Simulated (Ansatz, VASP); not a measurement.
**Br in VASP and in Ansatz**

INCAR

```
PREC = Accurate
ENCUT = 520
EDIFF = 1E-6
ISMEAR = 0
SIGMA = 0.15
LREAL = F
LASPH = T
NELM = 60
ALGO = Fast
ISIF = 2
LWAVE = F
LCHARG = T
GGA = PE
IVDW = 12
LELF = T
LVHAR = T
NBANDS = 10
```

Contents of KPOINTS:

```
regular mesh
0
Gamma
  22 22 22
```

File POSCAR:

```
Br
1.0
   -1.3979500000      1.3979500000      3.3826500000
    1.3979500000     -1.3979500000      3.3826500000
    1.3979500000      1.3979500000     -3.3826500000
Br
1
Direct
    0.0000000000      0.0000000000      0.0000000000
```

Input for Ansatz:

```yaml
crystal:
  lattice:
    - [-1.39795, 1.39795, 3.38265]
    - [1.39795, -1.39795, 3.38265]
    - [1.39795, 1.39795, -3.38265]
  atoms:
    - { symbol: Br, position: [0.0, 0.0, 0.0] }
basis:
  ecutwfc: 420
kpoints:
  mp_grid: { grid: [22, 22, 22] }
hamiltonian:
  xc: pbe
  dispersion: d3bj
scf:
  occupations: { method: gaussian, width: 0.15 }
output:
  forces: true
  stress: true
  eigenvalues: true
```

Alike in both runs: task single point; functional PBE; dispersion D3(BJ); k mesh 22 × 22 × 22; occupations gaussian, width 0.15 eV; no spin polarisation.

|  | VASP | Ansatz |
| --- | --- | --- |
| version | VASP 6.6.1 | Ansatz 0.2.0 |
| potentials or method | VASP PAW PBE potentials, release 64 (Br), cutoff 520 eV | scalar-relativistic, plane waves, PAW |
| valence electrons in the cell | 7 | 7 |

```tsv
	VASP	Ansatz	Ansatz less VASP
gap on the k mesh at the Fermi level (eV)	none	none	-
pressure (GPa)	2.4	2.4	-0.01
traceless stress, the component that is largest in VASP (GPa)	-1.23	-1.22	+0.010
```

A gap of «none» marks a metal or a gap that the smearing closes.
